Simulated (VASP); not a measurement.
Write the native input for VASP 6.6.1 that does the following.

```
Task                   : single point
Functional             : PBE
Potentials or basis    : VASP PAW PBE potentials, release 64 (O)
Cutoff                 : 600 eV
k mesh                 : 8 × 8 × 3
Occupations            : fermi-dirac, width 0.03 eV
Spin                   : no spin polarisation
Dipole correction      : no
Further INCAR settings : ALGO = Normal; EDIFF = 1e-06; NBANDS = 20
```

The structure of O lies in POSCAR:

```
O
1.0
    2.5609995400      0.0000000000      0.0000000000
   -1.2804997700      2.2178906600      0.0000000000
    0.0000000000      0.0000000000      6.5750000000
O
4
Direct
    0.3333333300      0.6666666700      0.1610000000
    0.6666666700      0.3333333300      0.6610000000
    0.3333333300      0.6666666700      0.3390000000
    0.6666666700      0.3333333300      0.8390000000
```

One way to write it, as run:

INCAR

```
SYSTEM = O
PREC = Accurate
ENCUT = 600
EDIFF = 1E-6
ISMEAR = -1
SIGMA = 0.03
LREAL = .FALSE.
LASPH = .TRUE.
NELM = 120
ALGO = Normal
ISIF = 2
LWAVE = .FALSE.
LCHARG = .FALSE.
GGA = PE
NBANDS = 20
GGA_COMPAT = .FALSE.
```

KPOINTS

```
regular mesh
0
G
  8 8 3
  0 0 0
```

Potentials or basis: VASP PAW PBE potentials, release 64 (O).

Launch:

```console
$ cat potpaw_PBE.64/O/POTCAR > POTCAR
$ mpirun -np 1 vasp_std > vasp.out
```

It gave:

```yaml
Pressure: 22.7 GPa
Largest_force: 4.858 eV/Å
Band_gap_on_the_k_mesh: zero (bands 12 and 13 overlap by 1.85 eV)
```

Caveat: the standard files for N, O and F lose accuracy on very short bonds; spin is off for a triplet molecule; the cell stands under pressure; this functional lacks dispersion, which holds the molecules together, so the pressure and a relaxed volume are unreliable; forces of over 1 eV/Å act on the atoms, so gaps and moduli don't describe the material at rest.

Wall time 8.4 s on 1 thread of Intel(R) Xeon(R) Platinum 8559C (Emerald Rapids), on a shared host, peak memory 0.15 GiB.
